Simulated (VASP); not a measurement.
# SnO2 (P4_2/mnm) in VASP: further runs, part 2 of 2

VASP 6.6.1.

**6. Single point, PBE (uniaxial strain along c: +1.5 %)**

INCAR reads:

```
PREC     = Accurate       # precision mode
ENCUT    = 520            # plane-wave cutoff, eV
EDIFF    = 1E-6           # SCF threshold, eV
ISMEAR   = 0              # smearing method
SIGMA    = 0.02           # smearing width, eV
LREAL    = False          # projectors in reciprocal space
LASPH    = True           # aspherical terms in the spheres
NELM     = 100            # most SCF steps
ALGO     = Normal         # electronic algorithm
ISIF     = 2              # what is computed and relaxed
LWAVE    = False          # write WAVECAR
LCHARG   = False          # write CHGCAR
GGA      = PE             # functional
NBANDS   = 35             # bands
```

KPOINTS reads:

```
Automatic mesh
0
Gamma
  6 6 8
```

POSCAR reads:

```
SnO2
1.0
    4.8090883868      0.0000000000      0.0000000000
    0.0000000000      4.8090883868      0.0000000000
    0.0000000000      0.0000000000      3.2867245335
Sn O
2 4
Direct
    0.5000000000      0.5000000000      0.5000000000
    0.0000000000      0.0000000000      0.0000000000
    0.1934234765      0.8065765235      0.5000000000
    0.8065765235      0.1934234765      0.5000000000
    0.3065765235      0.3065765235      0.0000000000
    0.6934234765      0.6934234765      0.0000000000
```

Potentials or basis: VASP PAW PBE potentials, release 64 (Sn_d, O).

On the command line:

```bash
> cat potpaw_PBE.64/Sn_d/POTCAR potpaw_PBE.64/O/POTCAR > POTCAR
> mpirun -np 1 vasp_std > vasp.out
```

OUTCAR:

```text
PREC = Accurate
   ENCUT = 520
   EDIFF = 1E-6
   ISMEAR = 0
   LREAL = False
   LASPH = True
   NELM = 100
   ISIF = 2
   GGA = PE

 ion  position               nearest neighbor table
   1  0.500  0.500  0.500-   3 2.09   4 2.09   5 2.11   6 2.11   5 2.11   6 2.11
   2  0.000  0.000  0.000-   5 2.09   6 2.09   3 2.11   4 2.11   3 2.11   4 2.11
   3  0.193  0.807  0.500-   1 2.09   2 2.11   2 2.11
   4  0.807  0.193  0.500-   1 2.09   2 2.11   2 2.11
   5  0.307  0.307  0.000-   2 2.09   1 2.11   1 2.11
   6  0.693  0.693  0.000-   2 2.09   1 2.11   1 2.11
[... 1122 lines left out ...]
  -------------------------------------------------------------------------------------
  Total       -0.0479500     -0.0479500     -1.7994431      0.0000000      0.0000000      0.0000000
  in kB       -1.0106719     -1.0106719    -37.9279935      0.0000000      0.0000000      0.0000000
  external PRESSURE =     -13.3164458 kB  Pullay stress =       0.0000000 kB

 VOLUME and BASIS-vectors are now :
 -----------------------------------------------------------------------------
  energy-cutoff  :      520.00
  volume of cell :       76.01
      direct lattice vectors                 reciprocal lattice vectors
     4.809088387  0.000000000  0.000000000     0.207939618  0.000000000  0.000000000
     0.000000000  4.809088387  0.000000000     0.000000000  0.207939618  0.000000000
     0.000000000  0.000000000  3.286724534     0.000000000  0.000000000  0.304254278

 POSITION                                       TOTAL-FORCE (eV/Angst)
 -----------------------------------------------------------------------------------
      2.40454      2.40454      1.64336         0.000000     -0.000000      0.000000
      0.00000      0.00000      0.00000         0.000000     -0.000000      0.000000
      0.93019      3.87890      1.64336        -0.030667      0.030667      0.000000
      3.87890      0.93019      1.64336         0.030667     -0.030667      0.000000
      1.47435      1.47435      0.00000         0.030667      0.030667      0.000000
      3.33473      3.33473      0.00000        -0.030667     -0.030667      0.000000
 -----------------------------------------------------------------------------------
    total drift:                                0.000000      0.000000      0.000000

  FREE ENERGIE OF THE ION-ELECTRON SYSTEM (eV)
  ---------------------------------------------------
  free  energy   TOTEN  =       -37.3002698544 eV

  energy  without entropy=      -37.3002698544  energy(sigma->0) =      -37.30026985
```

OSZICAR:

```text
N       E                     dE             d eps       ncg     rms          rms(c)
DAV:   1     0.651108888548E+03    0.65111E+03   -0.25499E+04  3879   0.229E+03
DAV:   2     0.630848126752E+02   -0.58802E+03   -0.55418E+03  3756   0.619E+02
DAV:   3    -0.377978957980E+02   -0.10088E+03   -0.98709E+02  3788   0.210E+02
DAV:   4    -0.432925442930E+02   -0.54946E+01   -0.54483E+01  4410   0.531E+01
DAV:   5    -0.434353393105E+02   -0.14280E+00   -0.14253E+00  4321   0.910E+00    0.156E+01
DAV:   6    -0.372357482210E+02    0.61996E+01   -0.17661E+01  5524   0.644E+01    0.598E+00
DAV:   7    -0.373324458666E+02   -0.96698E-01   -0.19875E+00  3998   0.786E+00    0.316E+00
DAV:   8    -0.373077534742E+02    0.24692E-01   -0.19519E-01  5152   0.382E+00    0.734E-01
DAV:   9    -0.372993597124E+02    0.83938E-02   -0.35438E-02  5725   0.276E+00    0.129E-01
DAV:  10    -0.373001942226E+02   -0.83451E-03   -0.43080E-03  4393   0.586E-01    0.469E-02
DAV:  11    -0.373002717727E+02   -0.77550E-04   -0.20394E-04  5474   0.125E-01    0.214E-02
DAV:  12    -0.373002728340E+02   -0.10612E-05   -0.13361E-05  5179   0.274E-02    0.139E-02
DAV:  13    -0.373002695407E+02    0.32932E-05   -0.96481E-06  4305   0.361E-02    0.308E-03
DAV:  14    -0.373002698544E+02   -0.31368E-06   -0.67634E-07  2268   0.603E-03
   1 F= -.37300270E+02 E0= -.37300270E+02  d E =-.319080E-38
```

stdout:

```text
POSCAR found type information on POSCAR SnO
 POSCAR found :  2 types and       6 ions
 scaLAPACK will be used
 LDA part: xc-table for (Slater+PW92), standard interpolation
 POSCAR, INCAR and KPOINTS ok, starting setup
 FFT: planning ... GRIDC
 FFT: planning ... GRID_SOFT
 FFT: planning ... GRID
 WAVECAR not read
 entering main loop
```

Wall time 37 s (1 thread of Intel Xeon 6975P-C (Granite Rapids), shared host); peak memory 0.24 GiB.

Results:

```
Free energy            : -37.3003 eV
Pressure               : -1.3 GPa
Largest force          : 0.043 eV/Å
Band gap on the k mesh : 0.52 eV, direct
```

Forces on the atoms (eV/Å):
```
Sn   0.000  0.000  0.000
Sn   0.000  0.000  0.000
O   -0.031  0.031  0.000
O    0.031 -0.031  0.000
O    0.031  0.031  0.000
O   -0.031 -0.031  0.000
```

Stress tensor (GPa, compression positive):
```
-0.10  0.00  0.00
 0.00 -0.10  0.00
 0.00  0.00 -3.79
```

Levels at points of the mesh, in eV from the valence-band top:
| k point | band 23 | band 24 | band 25 | band 26 | band 27 | band 28 | band 29 | band 30 |
| --- | --- | --- | --- | --- | --- | --- | --- | --- |
| (0.00, 0.00, 0.00) | -1.30 | -0.71 | -0.71 | 0.00 | 0.52 | 5.47 | 5.90 | 5.90 |
| (0.50, 0.00, 0.00) | -1.24 | -1.24 | -0.58 | -0.58 | 3.79 | 3.79 | 6.63 | 6.63 |
| (0.50, 0.50, 0.00) | -1.37 | -1.37 | -0.81 | -0.81 | 4.14 | 4.14 | 7.02 | 7.02 |
| (0.00, 0.00, 0.50) | -1.51 | -1.51 | -1.16 | -1.16 | 5.47 | 5.47 | 9.35 | 9.35 |
| (0.50, 0.00, 0.50) | -0.99 | -0.99 | -0.72 | -0.72 | 5.75 | 5.75 | 7.63 | 7.63 |
| (0.50, 0.50, 0.50) | -0.89 | -0.89 | -0.74 | -0.74 | 4.28 | 4.28 | 8.59 | 8.59 |

Caveat: the cell differs from its parent crystal (uniaxial strain along c: +1.5 %); spin-orbit coupling is left out, which moves the levels of the heavy elements.

**7. Overview**

```tsv
cell	gap on the mesh (eV)	pressure (GPa)	largest force (eV/Å)
a = 5.044, b = 5.044, c = 3.157 Å, 6 atoms	0.44	-5.7	0.04
a = 5.044, b = 5.044, c = 3.151 Å, 6 atoms	0.42	-5.8	0.09
a = 4.854, b = 4.854, c = 3.190 Å, 6 atoms	0.78	2.1	0.02
a = 4.801, b = 4.801, c = 3.287 Å, 6 atoms	0.56	-0.8	0.01
a = 4.809, b = 4.809, c = 3.287 Å, 6 atoms	0.52	-1.3	0.04
```

Alike in all rows: task single point; level PBE; potentials or basis VASP PAW PBE potentials, release 64 (Sn_d, O); no spin polarisation; k mesh 6 × 6 × 8; cutoff (eV) 520; smearing gaussian 0.02 eV.

Caveats: spin-orbit coupling is left out, which moves the levels of the heavy elements.

Absolute energies hang on the potentials; compare differences alone.
